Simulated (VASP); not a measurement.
Zr:

```
Zr
1.0
     5.04236    0.00000    0.00000
    -2.52118    4.36682    0.00000
     0.00000    0.00000    3.14918
Zr
3
Cartesian
  2.5212 1.4556 1.5746
  0.0000 2.9112 1.5746
  0.0000 0.0000 0.0000
```

| Item | Value |
| --- | --- |
| Program | VASP 6.6.1 |
| Task | relaxation of cell and atoms |
| Functional | PBEsol |
| Potentials or basis | VASP PAW PBE potentials, release 64 (Zr_sv) |
| Cutoff | 600 eV |
| k mesh | 12 × 12 × 14 |
| Occupations | gaussian, width 0.1 eV |
| Spin | no spin polarisation |

At the start: pressure -3.7 GPa; volume 23.11 Å³/atom.

Task: How do energy, volume and symmetry change on relaxing?

Result: Over 11 steps the energy falls by 10.7 meV/atom and the volume is 22.23 Å³/atom (-3.8 %); space group P6/mmm (No. 191, to 0.05 Å).

Step by step:
```tsv
step	energy change (eV)	largest force (eV/Å)	pressure (GPa)	volume (Å³)
1	0.0000	0.0000	-3.75	69.34
2	0.0024	0.0000	4.37	64.06
3	-0.0322	0.0000	-0.03	66.69
4	-0.0322	0.0000	0.05	66.64
5	-0.0322	0.0000	-0.04	66.70
6	-0.0322	0.0000	-0.04	66.69
7	-0.0322	0.0000	-0.04	66.68
8	-0.0322	0.0000	0.01	66.66
9	-0.0322	0.0000	0.00	66.68
10	-0.0322	0.0000	0.01	66.68
11	-0.0322	0.0000	-0.02	66.68
```

Final structure:
```xyz
3
Lattice="4.9742 0.0000 0.0000 -2.4871 4.3077 0.0000 0.0000 0.0000 3.1119" Properties=species:S:1:pos:R:3 pbc="T T T"
Zr    2.4871    1.4359    1.5559
Zr    0.0000    2.8718    1.5559
Zr    4.9742    0.0000    0.0000
```

Caveat: the PAW data sets were made with another functional, which shifts forces and pressure a little.
